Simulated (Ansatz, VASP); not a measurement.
## Two plane-wave programs on Si3N4

```xyz
14
Lattice="7.6636 0.0000 0.0000 -3.8318 6.6369 0.0000 0.0000 0.0000 2.9265" Properties=species:S:1:pos:R:3 pbc="T T T"
Si   -1.3903    5.4752    2.1949
Si    2.2268    1.5336    0.7316
Si    4.0465    3.9417    0.7316
Si   -0.2147    2.6952    2.1949
Si    1.6050    5.1033    2.1949
Si    5.2221    1.1616    0.7316
N     0.0000    4.4246    2.1949
N     3.8318    2.2123    0.7316
N     4.8600    4.4467    2.1949
N    -1.4210    6.4322    0.7316
N     2.4491    4.6514    0.7316
N     1.3827    1.9855    2.1949
N    -1.0282    2.1902    0.7316
N     5.2528    0.2047    2.1949
```

Alike in both runs: functional PBE; k mesh 6 × 6 × 8; occupations gaussian, width 0.02 eV; no spin polarisation.

Ansatz relaxed the structure, and its values are those at the end. VASP's run is a single point on that final structure, the one shown.

|  | VASP | Ansatz |
| --- | --- | --- |
| version | VASP 6.6.1 | Ansatz 0.2.0 |
| potentials or method | VASP PAW PBE potentials, release 64 (Si, N), cutoff 520 eV | scalar-relativistic, plane waves, PAW |
| valence electrons in the cell | 64 | 64 |

```csv
,VASP,Ansatz,Ansatz less VASP
gap on the k mesh at the Fermi level (eV),4.26,4.27,+0.011
least direct gap on the mesh (eV),4.44,4.45,+0.011
pressure (GPa),-0.3,0.0,+0.29
```
